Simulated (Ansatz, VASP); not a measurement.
Given: the input of a run of VASP 6.6.1 on TiSi2.

POSCAR

```
TiSi2
1.0
    0.0000000000      4.0618673723      4.2052840453
    2.3572172929      0.0000000000      4.2052840453
    2.3572172929      4.0618673723      0.0000000000
Ti Si
2 4
Direct
    0.7500000000      0.7500000000      0.7500000000
    0.5000000000      0.5000000000      0.5000000000
    0.4125656100      0.0874343900      0.4125656100
    0.0874343900      0.4125656100      0.0874343900
    0.1625656100      0.8374343900      0.1625656100
    0.8374343900      0.1625656100      0.8374343900
```

The input INCAR.step1:

```
PREC     = Accurate       # precision mode
ENCUT    = 520            # plane-wave cutoff, eV
ISMEAR   = -1             # smearing method
SIGMA    = 0.05           # smearing width, eV
LREAL    = False          # projectors in reciprocal space
LASPH    = True           # aspherical terms in the spheres
NELM     = 80             # most SCF steps
NBANDS   = 29             # bands
GGA      = PE             # functional
ALGO     = Normal         # electronic algorithm
EDIFF    = 1E-4           # SCF threshold, eV
LWAVE    = True           # write WAVECAR
LCHARG   = False          # write CHGCAR
```

Contents of INCAR.step2:

```
PREC     = Accurate       # precision mode
ENCUT    = 520            # plane-wave cutoff, eV
EDIFF    = 1E-7           # SCF threshold, eV
ISMEAR   = -1             # smearing method
SIGMA    = 0.05           # smearing width, eV
LREAL    = False          # projectors in reciprocal space
LASPH    = True           # aspherical terms in the spheres
NELM     = 80             # most SCF steps
ALGO     = Normal         # electronic algorithm
ISIF     = 2              # what is computed and relaxed
LWAVE    = False          # write WAVECAR
LCHARG   = False          # write CHGCAR
METAGGA  = R2SCAN         # meta-GGA
LMIXTAU  = True         
NBANDS   = 29             # bands
ISTART   = 1
```

KPOINTS

```
Automatic mesh
0
Gamma
  7 7 7
```

Potentials or basis: VASP PAW PBE potentials, release 64 (Ti_sv, Si).

Command:

```console
$ cat potpaw_PBE.64/Ti_sv/POTCAR potpaw_PBE.64/Si/POTCAR > POTCAR
$ cp INCAR.step1 INCAR
$ mpirun -np 1 vasp_std > vasp.out
$ cp INCAR.step2 INCAR
$ mpirun -np 1 vasp_std > vasp.out
```

Problem. Translate it to Ansatz 0.2.0. Potentials there: Ansatz PAW.

Solution. As run (the cutoff follows the program's own potentials):

The input input.yaml:

```yaml
crystal:
  lattice:
    - [0.0, 4.0618673723, 4.2052840453]
    - [2.3572172929, 0.0, 4.2052840453]
    - [2.3572172929, 4.0618673723, 0.0]
  atoms:
    - { symbol: Ti, position: [0.75, 0.75, 0.75] }
    - { symbol: Ti, position: [0.5, 0.5, 0.5] }
    - { symbol: Si, position: [0.41256561, 0.08743439, 0.41256561] }
    - { symbol: Si, position: [0.08743439, 0.41256561, 0.08743439] }
    - { symbol: Si, position: [0.16256561, 0.83743439, 0.16256561] }
    - { symbol: Si, position: [0.83743439, 0.16256561, 0.83743439] }
hamiltonian:
  xc: r2scan
  pseudopotentials: { kind: paw }
kpoints:
  mp_grid: { grid: [7, 7, 7] }
scf:
  occupations: { method: fermi_dirac, width: 0.05 }
output:
  forces: true
  stress: true
  eigenvalues: true
```

Potentials or basis: Ansatz PAW.

Command:

```sh
$ ansatz run input.yaml --threads 1 --pin off --max-ram 3584MiB --backend cpu --events-out ev --progress --plain --runs-dir out
```

Both were run:

|  | VASP | Ansatz | Ansatz less VASP |
| --- | --- | --- | --- |
| gap on the k mesh at the Fermi level (eV) | none | none | - |
| pressure (GPa) | 6.8 | 6.5 | -0.34 |
| traceless stress, the component that is largest in VASP (GPa) | -2.00 | -2.03 | -0.032 |
| rms of the force components (eV/Å) | 0.002 | 0.006 | +0.0040 |

VASP's potentials were made for PBE, not for r2SCAN. Atom by atom the forces differ by 0.004 eV/Å (rms over components). A gap of «none» marks a metal or a gap that the smearing closes.
